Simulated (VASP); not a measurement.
Set up this calculation in VASP 6.6.1, as the native input.

```
Task                   : single point
Functional             : PBE
Potentials or basis    : VASP PAW PBE potentials, release 64 (Te)
Cutoff                 : 520 eV
k mesh                 : 6 × 6 × 4
Occupations            : gaussian, width 0.01 eV
Spin                   : no spin polarisation
Dipole correction      : no
Further INCAR settings : ALGO = Normal; EDIFF = 1e-07; NBANDS = 16
```

The structure of Te lies in POSCAR:

```
Te
1.0
    4.4712577277      0.0000000000      0.0000000000
   -2.2356288639      3.8722227790      0.0000000000
    0.0000000000      0.0000000000      5.9487470110
Te
3
Direct
    0.2641920669      0.0000000000      0.3333333333
    0.0000000000      0.2641920669      0.6666666667
    0.7358079331      0.7358079331      0.0000000000
```

The input as run:

INCAR

```
PREC = Accurate
ENCUT = 520
EDIFF = 1E-7
ISMEAR = 0
SIGMA = 0.01
LREAL = F
LASPH = T
NELM = 100
ALGO = Normal
ISIF = 2
LWAVE = F
LCHARG = T
GGA = PE
LELF = T
LVHAR = T
NBANDS = 16
```

KPOINTS

```
Automatic mesh
0
Gamma
  6 6 4
```

Potentials or basis: VASP PAW PBE potentials, release 64 (Te).

The run is started by

```bash
$ cat potpaw_PBE.64/Te/POTCAR > POTCAR
$ mpirun -np 1 vasp_std > vasp.out
```

Results of the run:

The pressure is 1.4 GPa, the largest force is 0.229 eV/Å and the band gap on the k mesh is 0.16 eV.

Caveat: spin-orbit coupling is left out, which moves the levels of the heavy elements.

Run time: 65 s on 1 thread of AMD EPYC 7R13, with other jobs on the host, peak memory 0.21 GiB.
